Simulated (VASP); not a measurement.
Crystal: Zn.

```
Zn
1.0
    -1.54783    1.54783    1.54783
     1.54783   -1.54783    1.54783
     1.54783    1.54783   -1.54783
Zn
1
Direct
  0.00000 0.00000 0.00000
```

Base run:

| Quantity | Value |
| --- | --- |
| Program | VASP 6.6.1 |
| Functional | r2SCAN |
| Potentials or basis | VASP PAW PBE potentials, release 64 (Zn) |
| Cutoff | 520 eV |
| k mesh | 12 × 12 × 12 |
| Occupations | fermi-dirac, width 0.05 eV |
| Spin | no spin polarisation |

Its results: band gap on the k mesh zero (band 6 reaches 7.79 eV, above the bottom of band 7 at 2.40 eV); pressure -2.0 GPa.

Q: The run is repeated on the same cell with these changes: functional from r2SCAN to PBE; further incar settings from ALGO = Normal; EDIFF = 1e-06; NBANDS = 12 to ALGO = Fast; EDIFF = 1e-06; NBANDS = 12. What comes out?

A: Band gap on the k mesh zero (band 6 reaches 7.64 eV, above the bottom of band 7 at 2.46 eV); pressure 2.7 GPa.

Caveats: the PAW data sets were made with another functional, which shifts forces and pressure a little (some runs).
